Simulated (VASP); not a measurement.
Input of a VASP 6.6.1 run:

Contents of INCAR:

```
PREC = Accurate
ENCUT = 520
EDIFF = 1E-6
ISMEAR = 0
SIGMA = 0.1
LREAL = False
LASPH = True
NELM = 100
ALGO = Fast
ISIF = 2
LWAVE = False
LCHARG = False
GGA = PE
NBANDS = 30
```

KPOINTS

```
regular mesh
0
Gamma
  6 6 2
```

Contents of POSCAR:

```
Ga3As
1.0
    3.6983932900      0.0000000000      0.0000000000
   -1.8491966500      3.2029025500      0.0000000000
    0.0000000000      0.0000000000      7.9456962500
Ga As
3 1
Direct
    0.6666666700      0.3333333300      0.1228424800
    0.6666666700      0.3333333300      0.8771575200
    0.6666666700      0.3333333300      0.5000000000
    0.3333333300      0.6666666700      0.5000000000
```

Potentials or basis: VASP PAW PBE potentials, release 64 (Ga_d, As).

Launch:

```bash
$ cat potpaw_PBE.64/Ga_d/POTCAR potpaw_PBE.64/As/POTCAR > POTCAR
$ mpirun -np 1 vasp_std > vasp.out
```

Question: Estimate the pressure.

Answer: 21.4 GPa.

Question: Predict the band gap on the k mesh.

Answer: Zero (bands 22 and 23 overlap by 2.76 eV).

Question: Estimate the largest force.

Answer: 8.947 eV/Å.

Stress tensor (GPa, compression positive):
```
17.43  0.00  0.00
 0.00 17.43  0.00
 0.00  0.00 29.37
```

Caveat: the k points lie up to 0.40 Å⁻¹ apart, too coarse for converged energies and pressures of a metal; forces of over 1 eV/Å act on the atoms, so gaps and moduli don't describe the material at rest.
